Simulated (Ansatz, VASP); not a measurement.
**Two plane-wave programs on GaBiO4**

Contents of INCAR:

```
SYSTEM = GaBiO4
PREC = Accurate
ENCUT = 600
EDIFF = 1E-6
ISMEAR = 0
SIGMA = 0.1
LREAL = .False.
LASPH = .True.
NELM = 80
ALGO = Normal
ISIF = 3
LWAVE = .False.
LCHARG = .False.
GGA = PE
IBRION = 2
NSW = 100
EDIFFG = -0.01
```

The input KPOINTS:

```
Automatic mesh
0
Gamma
  10 10 8
  0 0 0
```

File POSCAR:

```
GaBiO4
1.0
    3.6494806291      0.0000000000      0.0000000000
    0.0000000000      3.6494806291      0.0000000000
    0.0000000000      0.0000000000      5.1408460876
Ga Bi O
1 1 4
Direct
    0.0000000000      0.0000000000      0.0000000000
    0.5000000000      0.5000000000      0.5000000000
    0.5000000000      0.0000000000      0.7583150574
    0.0000000000      0.5000000000      0.2416849426
    0.5000000000      0.0000000000      0.2416849426
    0.0000000000      0.5000000000      0.7583150574
```

Input for Ansatz:

```yaml
crystal:
  lattice:
    - [3.6494806291, 0.0, 0.0]
    - [0.0, 3.6494806291, 0.0]
    - [0.0, 0.0, 5.1408460876]
  atoms:
    - { symbol: Ga, position: [0.0, 0.0, 0.0] }
    - { symbol: Bi, position: [0.5, 0.5, 0.5] }
    - { symbol: O, position: [0.5, 0.0, 0.7583150574] }
    - { symbol: O, position: [0.0, 0.5, 0.2416849426] }
    - { symbol: O, position: [0.5, 0.0, 0.2416849426] }
    - { symbol: O, position: [0.0, 0.5, 0.7583150574] }
basis:
  ecutwfc: 420
kpoints:
  mp_grid: { grid: [10, 10, 8] }
hamiltonian:
  xc: pbe
scf:
  occupations: { method: gaussian, width: 0.1 }
output:
  forces: true
  stress: true
  eigenvalues: true
  write_density: true
  write_potential: true
  elf: true
  volumetric_format: npy
relax:
  adjacent_minimum: "off"
  f_tol: 0.01
  max_steps: 80
  cell: { stress_tol: 0.05 }
```

Change from the starting cell: species swapped into the NbVH4 type (P4/mmm, No. 123).

Alike in both runs: task relaxation of cell and atoms; functional PBE; k mesh 10 × 10 × 8; occupations gaussian, width 0.1 eV; no spin polarisation.

|  | VASP | Ansatz |
| --- | --- | --- |
| version | VASP 6.6.1 | Ansatz 0.2.0 |
| potentials or method | VASP PAW PBE potentials, release 64 (Ga_d, Bi_d, O), cutoff 600 eV | scalar-relativistic, plane waves, PAW |
| valence electrons in the cell | 52 | 52 |

Ansatz gave:

* gap on the k mesh at the Fermi level, each at its own relaxed structure (eV): none
* relaxed volume (Å³/atom): 11.39
* relaxed length of the cell vector where the two differ most in proportion (Å): 3.647

Problem. Which values does VASP return?

Solution. gap on the k mesh at the Fermi level, each at its own relaxed structure (eV): none; relaxed volume (Å³/atom): 11.41; relaxed length of the cell vector where the two differ most in proportion (Å): 3.649.

A gap of «none» marks a metal or a gap that the smearing closes.

Neither program's run includes spin-orbit coupling. Noted on VASP's run: the relaxation stopped at its first step, so nothing moved.
